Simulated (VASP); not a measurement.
SiC (e600), 2 atoms in the cell. The structure is cubic, space group F-43m (No. 216). The conventional cell has a = 4.357 Å, b = 4.357 Å, c = 4.357 Å, α = 90.00°, β = 90.00°, γ = 90.00°. Within 2.5 Å of Si (site symmetry -43m) lie 4 C at 1.89 Å. Within 2.5 Å of C (site symmetry -43m) lie 4 Si at 1.89 Å. 

```yaml
Program: VASP 6.6.1
Task: single point
Functional: PBEsol
Potentials_or_basis: VASP PAW PBE potentials, release 64 (Si, C)
Cutoff: 600 eV
k_mesh: 10 × 10 × 10
Occupations: gaussian, width 0.01 eV
Spin: no spin polarisation
Dipole_correction: no
Further_INCAR_settings: ALGO = Normal; EDIFF = 1e-06; NBANDS = 11
```

Potentials or basis: VASP PAW PBE potentials, release 64 (Si, C).

Launch:

```console
$ cat potpaw_PBE.64/Si/POTCAR potpaw_PBE.64/C/POTCAR > POTCAR
$ mpirun -np 1 vasp_std > vasp.out
```

Hardware: 1 thread of AMD EPYC 7R13, on a shared host.

**Question.** Estimate the wall time of this run.

**Answer.** Run time: 42 s on 1 thread of AMD EPYC 7R13, with other jobs on the host, peak memory 0.12 GiB. Counts: scf iterations 12, k points 47.
